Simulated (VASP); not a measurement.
Input of a VASP 6.6.1 run:

Contents of INCAR:

```
SYSTEM = Pb
PREC = Accurate
ENCUT = 520
EDIFF = 1E-6
ISMEAR = -1
SIGMA = 0.025
LREAL = .False.
LASPH = .True.
NELM = 60
ALGO = Fast
ISIF = 2
LWAVE = .False.
LCHARG = .False.
GGA = PE
IVDW = 12
NBANDS = 13
```

KPOINTS

```
Automatic mesh
0
Gamma
  9 9 9
  0 0 0
```

File POSCAR:

```
Pb
1.0
    0.0000000000      2.3717719949      2.3717719949
    2.3717719949      0.0000000000      2.3717719949
    2.3717719949      2.3717719949      0.0000000000
Pb
1
Direct
    0.0000000000      0.0000000000      0.0000000000
```

Potentials or basis: VASP PAW PBE potentials, release 64 (Pb_d).

The run is started by

```console
$ cat potpaw_PBE.64/Pb_d/POTCAR > POTCAR
$ mpirun -np 1 vasp_std > vasp.out
```

(1) What does it give for the pressure?

(2) Predict the dispersion energy per atom.

(3) Predict the band gap on the k mesh.

## Answers

(1) 8.3 GPa.

(2) -0.467 eV.

(3) zero (bands 7 and 8 overlap by 10.28 eV).

Caveat: the cell stands under pressure; spin-orbit coupling is left out, which moves the levels of the heavy elements.
